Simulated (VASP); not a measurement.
# Cs2TlP6F (Fm-3m) in VASP: single point with PBE

Aim: the single point of Cs2TlP6F with PBE.

Everything below comes from runs of VASP 6.6.1. Logs are shortened: lines on timing, memory, paths and dates and some standing lists are left out, and cuts for length are marked.

**1. The cell of the first run**

Symmetry: Fm-3m, No. 225, cubic system. Conventional cell: a = 9.845 Å, b = 9.845 Å, c = 9.845 Å, α = 90.00°, β = 90.00°, γ = 90.00°. F (site symmetry m-3m) has 6 P at 2.07 Å within 2.7 Å. Within 2.7 Å of P (site symmetry 4mm) lie 1 F at 2.07 Å. Cs (site symmetry -43m) has 12 P at 3.50 Å and 4 F at 4.26 Å and 4 Tl at 4.26 Å within 4.6 Å. Tl (site symmetry m-3m) has 6 P at 2.86 Å within 3.8 Å.

**2. Single point, PBE**

File POSCAR:

```
Cs2TlP6F
1.0
    0.0000000000      4.9225880000      4.9225880000
    4.9225880000      0.0000000000      4.9225880000
    4.9225880000      4.9225880000      0.0000000000
F P Cs Tl
1 6 2 1
Direct
    0.0000000000      0.0000000000      0.0000000000
    0.7900000000      0.2100000000      0.2100000000
    0.2100000000      0.7900000000      0.2100000000
    0.2100000000      0.7900000000      0.7900000000
    0.7900000000      0.2100000000      0.7900000000
    0.2100000000      0.2100000000      0.7900000000
    0.7900000000      0.7900000000      0.2100000000
    0.2500000000      0.2500000000      0.2500000000
    0.7500000000      0.7500000000      0.7500000000
    0.5000000000      0.5000000000      0.5000000000
```

File INCAR.step1:

```
PREC     = Accurate       # precision mode
ENCUT    = 520            # plane-wave cutoff, eV
EDIFF    = 1E-6           # SCF threshold, eV
ISMEAR   = -1             # smearing method
SIGMA    = 0.1            # smearing width, eV
LREAL    = F              # projectors in reciprocal space
LASPH    = T              # aspherical terms in the spheres
NELM     = 60             # most SCF steps
ALGO     = Normal         # electronic algorithm
ISIF     = 2              # what is computed and relaxed
LWAVE    = F              # write WAVECAR
LCHARG   = T              # write CHGCAR
GGA      = PE             # functional
NBANDS   = 45             # bands
```

File KPOINTS.step1:

```
Automatic mesh
0
Gamma
  6 6 6
```

File INCAR.step2:

```
PREC     = Accurate       # precision mode
ENCUT    = 520            # plane-wave cutoff, eV
EDIFF    = 1E-6           # SCF threshold, eV
ISMEAR   = -5             # smearing method
SIGMA    = 0.1            # smearing width, eV
LREAL    = F              # projectors in reciprocal space
LASPH    = T              # aspherical terms in the spheres
NELM     = 60             # most SCF steps
ALGO     = Normal         # electronic algorithm
ISIF     = 2              # what is computed and relaxed
LWAVE    = F              # write WAVECAR
LCHARG   = F              # write CHGCAR
GGA      = PE             # functional
LORBIT   = 11             # projections on sites
NBANDS   = 45             # bands
NEDOS    = 2001           # points of the DOS
ICHARG   = 11             # starting density
```

File KPOINTS.step2:

```
Automatic mesh
0
Gamma
  9 9 9
```

Potentials or basis: VASP PAW PBE potentials, release 64 (F, P, Cs_sv, Tl_d).

The run is started by

```sh
$ cat potpaw_PBE.64/F/POTCAR potpaw_PBE.64/P/POTCAR potpaw_PBE.64/Cs_sv/POTCAR potpaw_PBE.64/Tl_d/POTCAR > POTCAR
$ cp INCAR.step1 INCAR
$ cp KPOINTS.step1 KPOINTS
$ mpirun -np 1 vasp_std > vasp.out
$ cp INCAR.step2 INCAR
$ cp KPOINTS.step2 KPOINTS
$ mpirun -np 1 vasp_std > vasp.out
```

OUTCAR:

```text
PREC = Accurate
   ENCUT = 520
   EDIFF = 1E-6
   ISMEAR = -5
   LREAL = F
   LASPH = T
   NELM = 60
   ISIF = 2
   GGA = PE
   LORBIT = 11
   ICHARG = 11

 ion  position               nearest neighbor table
   1  0.000  0.000  0.000-   2 2.07   3 2.07   4 2.07   5 2.07   6 2.07   7 2.07
   2  0.790  0.210  0.210-   1 2.07  10 2.86   5 2.92   6 2.92   7 2.92   3 2.92
   3  0.210  0.790  0.210-   1 2.07  10 2.86   4 2.92   6 2.92   7 2.92   2 2.92
   4  0.210  0.790  0.790-   1 2.07  10 2.86   5 2.92   6 2.92   7 2.92   3 2.92
   5  0.790  0.210  0.790-   1 2.07  10 2.86   4 2.92   6 2.92   7 2.92   2 2.92
   6  0.210  0.210  0.790-   1 2.07  10 2.86   3 2.92   4 2.92   5 2.92   2 2.92
   7  0.790  0.790  0.210-   1 2.07  10 2.86   3 2.92   4 2.92   5 2.92   2 2.92
   8  0.250  0.250  0.250-
   9  0.750  0.750  0.750-
  10  0.500  0.500  0.500-   2 2.86   3 2.86   4 2.86   5 2.86   6 2.86   7 2.86

  LATTYP: Found a face centered cubic cell.
 ALAT       =     9.8451760000

  Lattice vectors:

 A1 = (   0.0000000000,   4.9225880000,   4.9225880000)
 A2 = (   4.9225880000,   0.0000000000,   4.9225880000)
 A3 = (   4.9225880000,   4.9225880000,   0.0000000000)

Analysis of symmetry for initial positions (statically):
=====================================================================
 Subroutine PRICEL returns:
 Original cell was already a primitive cell.

 Routine SETGRP: Setting up the symmetry group for a
 face centered cubic supercell.

 Subroutine GETGRP returns: Found 48 space group operations
 (whereof 48 operations were pure point group operations)
 out of a pool of 48 trial point group operations.

The static configuration has the point symmetry O_h .

Analysis of symmetry for dynamics (positions and initial velocities):
=====================================================================
 Subroutine PRICEL returns:
 Original cell was already a primitive cell.

 Routine SETGRP: Setting up the symmetry group for a
 face centered cubic supercell.

 Subroutine GETGRP returns: Found 48 space group operations
 (whereof 48 operations were pure point group operations)
 out of a pool of 48 trial point group operations.

The dynamic configuration has the point symmetry O_h .

 Subroutine INISYM returns: Found 48 space group operations
 (whereof 48 operations are pure point group operations),
 and found     1 'primitive' translations

[... 135 lines left out ...]
  Thomas-Fermi vector in A             =   2.213304
   LORBIT       =     11    0 simple, 1 ext, 2 COOP (PROOUT), +10 PAW based schemes
   GGA     = PE    functional components
   LHFCALC =     F    Hartree Fock is set to
   AEXX    =    0.0000 exact exchange contribution
   IVDW    =     0    specifies the selected vdW correction
   LEPSILON=     F    determine dielectric tensor
   LRPA    =     F    only Hartree local field effects (RPA)
 non-spin polarized calculation
 Fermi weights with tetrahedron method with Bloechl corrections
  energy-cutoff  :      520.00
  volume of cell :      238.57
 maximum number of plane-waves:      6447
 NGX is ok and might be reduce to    54

 number of electron      67.9999993 magnetization

 Free energy of the ion-electron system (eV)
  ---------------------------------------------------
  ext. energy  EPLUGINS =         0.00000000
  ---------------------------------------------------
  free energy    TOTEN  =       -31.23002067 eV

  energy without entropy =      -31.23002067  energy(sigma->0) =      -31.23002067

 E-fermi :   4.1030     XC(G=0):  -9.5669

 val. band max:        4.1644267113   @ k =   0.3333   0.1111   0.0000
 cond. band min:       4.0886043608   @ k =  -0.4444   0.4444   0.0000
 fundamental gap:     -0.0758223505
 Fermi energy:         4.1029556566

 k-point     1 :       0.0000    0.0000    0.0000
  band No.  band energies     occupation
      1     -23.1801      2.00000
      2     -16.3593      2.00000
      3     -16.3110      2.00000
      4      -7.4537      2.00000
      5      -7.4537      2.00000
      6      -7.4537      2.00000
[... 1141 lines left out ...]
     44       9.5876      0.00000
     45      10.1707      0.00000

 [... further k-points ...]

------------------------ aborting loop because EDIFF is reached ----------------------------------------

  FORCE on cell =-STRESS in cart. coord.  units (eV):
  Direction    XX          YY          ZZ          XY          YZ          ZX
  --------------------------------------------------------------------------------------
  -------------------------------------------------------------------------------------
  Total        6.3936456      6.3936456      6.3936456     -0.0000000      0.0000000      0.0000000
  in kB       42.9386792     42.9386792     42.9386792     -0.0000000      0.0000000      0.0000000
  external PRESSURE =      42.9386792 kB  Pullay stress =       0.0000000 kB

 VOLUME and BASIS-vectors are now :
 -----------------------------------------------------------------------------
  energy-cutoff  :      520.00
  volume of cell :      238.57
      direct lattice vectors                 reciprocal lattice vectors
     0.000000000  4.922588000  4.922588000    -0.101572587  0.101572587  0.101572587
     4.922588000  0.000000000  4.922588000     0.101572587 -0.101572587  0.101572587
     4.922588000  4.922588000  0.000000000     0.101572587  0.101572587 -0.101572587

 POSITION                                       TOTAL-FORCE (eV/Angst)
 -----------------------------------------------------------------------------------
      0.00000      0.00000      0.00000        -0.000000      0.000000     -0.000000
      2.06749      4.92259      4.92259         0.321376      0.000000     -0.000000
      4.92259      2.06749      4.92259        -0.000000      0.321376     -0.000000
      7.77769      4.92259      4.92259        -0.321376      0.000000     -0.000000
      4.92259      7.77769      4.92259        -0.000000     -0.321376     -0.000000
      4.92259      4.92259      2.06749        -0.000000      0.000000      0.321376
      4.92259      4.92259      7.77769        -0.000000      0.000000     -0.321376
      2.46129      2.46129      2.46129        -0.000000     -0.000000     -0.000000
      7.38388      7.38388      7.38388        -0.000000      0.000000      0.000000
      4.92259      4.92259      4.92259        -0.000000      0.000000     -0.000000
 -----------------------------------------------------------------------------------
    total drift:                               -0.000000      0.000000     -0.000000

  FREE ENERGIE OF THE ION-ELECTRON SYSTEM (eV)
  ---------------------------------------------------
  free  energy   TOTEN  =       -31.2300206697 eV

  energy  without entropy=      -31.2300206697  energy(sigma->0) =      -31.23002067

 total charge

# of ion       s       p       d       tot
------------------------------------------
    1        1.803   4.320   0.000   6.122
    2        1.145   1.191   0.000   2.336
    3        1.145   1.191   0.000   2.336
    4        1.145   1.191   0.000   2.336
    5        1.145   1.191   0.000   2.336
    6        1.145   1.191   0.000   2.336
    7        1.145   1.191   0.000   2.336
    8        1.842   4.697   0.082   6.620
    9        1.842   4.697   0.082   6.620
   10        1.082   0.504   9.646  11.232
--------------------------------------------------
tot         13.440  21.363   9.809  44.612
```

OUTCAR.step1:

```text
PREC = Accurate
   ENCUT = 520
   EDIFF = 1E-6
   ISMEAR = -1
   LREAL = F
   LASPH = T
[... 1008 lines left out ...]
      4.92259      4.92259      7.77769        -0.000000     -0.000000     -0.366683
      2.46129      2.46129      2.46129        -0.000000     -0.000000     -0.000000
      7.38388      7.38388      7.38388        -0.000000      0.000000     -0.000000
      4.92259      4.92259      4.92259        -0.000000     -0.000000     -0.000000
 -----------------------------------------------------------------------------------
    total drift:                               -0.000000      0.000000      0.000000

  FREE ENERGIE OF THE ION-ELECTRON SYSTEM (eV)
  ---------------------------------------------------
  free  energy   TOTEN  =       -31.3181991140 eV

  energy  without entropy=      -31.1348614564  energy(sigma->0) =      -31.22653029
```

It took 15 min on 1 thread of Intel Xeon 8259CL, shared host; peak memory 0.6 GiB.

Results:

```
Valence electrons inside the program's atomic spheres : F 6.12; P 2.34; Cs 6.62; Tl 11.23
```

Caveat: spin-orbit coupling is left out, which moves the levels of the heavy elements; tetrahedron occupations give inexact forces and stress in metals.
